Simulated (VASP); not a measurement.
A run of VASP 6.6.1 is set up as follows.

File INCAR:

```
SYSTEM = P
PREC = Accurate
ENCUT = 520
EDIFF = 1E-6
ISMEAR = 0
SIGMA = 0.15
LREAL = .FALSE.
LASPH = .TRUE.
NELM = 60
ALGO = Normal
ISIF = 2
LWAVE = .FALSE.
LCHARG = .FALSE.
GGA = CA
NBANDS = 8
```

KPOINTS

```
regular mesh
0
G
  12 12 12
  0 0 0
```

File POSCAR:

```
P
1.0
    4.2729048574      0.0213645243      0.0000000000
    0.0213645243      4.2729048574      0.0000000000
    0.0000000000      0.0000000000      4.3780000000
P
1
Direct
    0.0000000000      0.0000000000      0.0000000000
```

Potentials or basis: VASP PAW LDA potentials, release 64 (P).

Run with:

```sh
$ cat potpaw_LDA.64/P/POTCAR > POTCAR
$ mpirun -np 1 vasp_std > vasp.out
```

Task: Predict the band gap on the k mesh.

Result: Zero (an odd number of electrons rules out a gap without spin polarisation).

Task: What does it give for the pressure?

Result: -4.1 GPa.

Stress tensor (GPa, compression positive):
```
-4.26 -0.04  0.00
-0.04 -4.26  0.00
 0.00  0.00 -3.84
```

Caveat: the cell differs from its parent crystal (strain +0.0100 x Voigt [0, 0, 0, 0, 0, 1]); the cell stands under tension; the atoms stand far beyond bonding distance, and open shells without spin polarisation read as a metal.
